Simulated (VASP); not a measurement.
Wanted: the native input for a VASP 6.6.1 run.

| Item | Value |
| --- | --- |
| Task | single point |
| Functional | PBEsol |
| Potentials or basis | VASP PAW PBE potentials, release 64 (Eu) |
| Cutoff | 520 eV |
| k mesh | 7 × 7 × 7 |
| Occupations | fermi-dirac, width 0.05 eV |
| Spin | collinear spin, ferromagnetic start |
| Starting moments | [7.0] μB |
| Fixed moment | 7 μB |
| Dipole correction | no |
| Further INCAR settings | ALGO = Normal; EDIFF = 1e-06; NBANDS = 18 |

The structure of Eu lies in POSCAR:

```
Eu
1.0
   -2.3030000000      2.3030000000      2.3030000000
    2.3030000000     -2.3030000000      2.3030000000
    2.3030000000      2.3030000000     -2.3030000000
Eu
1
Direct
    0.0000000000      0.0000000000      0.0000000000
```

One way to write it, as run:

INCAR

```
ALGO = Normal ; EDIFF = 1E-6
ENCUT = 520 ; GGA = PS
ISIF = 2 ; ISMEAR = -1
ISPIN = 2 ; LASPH = True
LCHARG = True ; LELF = True
LMAXMIX = 6 ; LORBIT = 11
LREAL = False ; LVHAR = True
LWAVE = False ; MAGMOM = 7
NBANDS = 18 ; NELM = 150
NUPDOWN = 7.0 ; PREC = Accurate
SIGMA = 0.05
```

KPOINTS

```
k-points
0
Gamma
  7 7 7
```

Potentials or basis: VASP PAW PBE potentials, release 64 (Eu).

The run is started by

```bash
$ cat potpaw_PBE.64/Eu/POTCAR > POTCAR
$ mpirun -np 1 vasp_std > vasp.out
```

Results of the run:

```yaml
Pressure: -3.0 GPa
Net_moment: 7.00 μB per cell
Site_moments: Eu +6.63 μB
Valence_electrons_inside_the_program's_atomic_spheres: Eu 14.67
```

Caveat: the PAW data sets were made with another functional, which shifts forces and pressure a little; the total moment is fixed, so each spin has its own Fermi level.

Wall time 55 s on 1 thread of Intel(R) Xeon(R) Platinum 8375C CPU @ 2.90GHz (Ice Lake) (shared host), peak memory 0.2 GiB.
